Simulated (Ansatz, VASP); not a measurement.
**Two plane-wave programs on Si**

INCAR

```
ALGO = Normal
EDIFF = 1E-6
EDIFFG = -0.002
ENCUT = 600
GGA = CA
IBRION = 2
ISIF = 3
ISMEAR = 0
LASPH = True
LCHARG = False
LREAL = False
LWAVE = False
NELM = 100
NSW = 100
PREC = Accurate
SIGMA = 0.02
```

Contents of KPOINTS:

```
k-points
0
Gamma
  10 10 10
```

File POSCAR:

```
Si
1.0
    0.0000000000      2.7008304917      2.7008304917
    2.7008304917      0.0000000000      2.7008304917
    2.7008304917      2.7008304917      0.0000000000
Si
2
Direct
    0.5000000000      0.5000000000      0.5000000000
    0.7500000000      0.7500000000      0.7500000000
```

Input for Ansatz:

```yaml
crystal:
  lattice:
    - [0.0, 2.7008304894, 2.7008304894]
    - [2.7008304894, 0.0, 2.7008304894]
    - [2.7008304894, 2.7008304894, 0.0]
  atoms:
    - { symbol: Si, position: [0.5, 0.5, 0.5] }
    - { symbol: Si, position: [0.75, 0.75, 0.75] }
basis:
  ecutwfc: 420
kpoints:
  mp_grid: { grid: [10, 10, 10] }
hamiltonian:
  xc: lda
  pseudopotentials: { kind: paw, azcp: { folder: soft_1 } }
scf:
  occupations: { method: gaussian, width: 0.02 }
output:
  forces: true
  stress: true
  eigenvalues: true
relax:
  adjacent_minimum: "off"
  f_tol: 0.002
  max_steps: 80
  cell: { stress_tol: 0.02 }
```

Alike in both runs: task relaxation of cell and atoms; functional LDA; k mesh 10 × 10 × 10; occupations gaussian, width 0.02 eV; no spin polarisation.

```csv
,VASP,Ansatz
version,VASP 6.6.1,Ansatz 0.2.0
potentials or method,"VASP PAW LDA potentials, release 64 (Si), cutoff 600 eV","scalar-relativistic, plane waves, PAW"
valence electrons in the cell,8,8
```

VASP gave:

```
gap on the k mesh at the Fermi level, each at its own relaxed structure (eV) : 0.45
relaxed volume (Å³/atom)                                                     : 19.72
relaxed cell length with the largest relative difference (Å)                 : 3.820
```

Question: Estimate Ansatz's values.

Answer: gap on the k mesh at the Fermi level, each at its own relaxed structure (eV): 0.46; relaxed volume (Å³/atom): 19.70; relaxed cell length with the largest relative difference (Å): 3.820.

Ansatz warns that its potentials were made for another functional, while VASP's fit it. LDA's correlation is that of Perdew and Zunger in VASP and of Perdew and Wang (1992) in Ansatz.
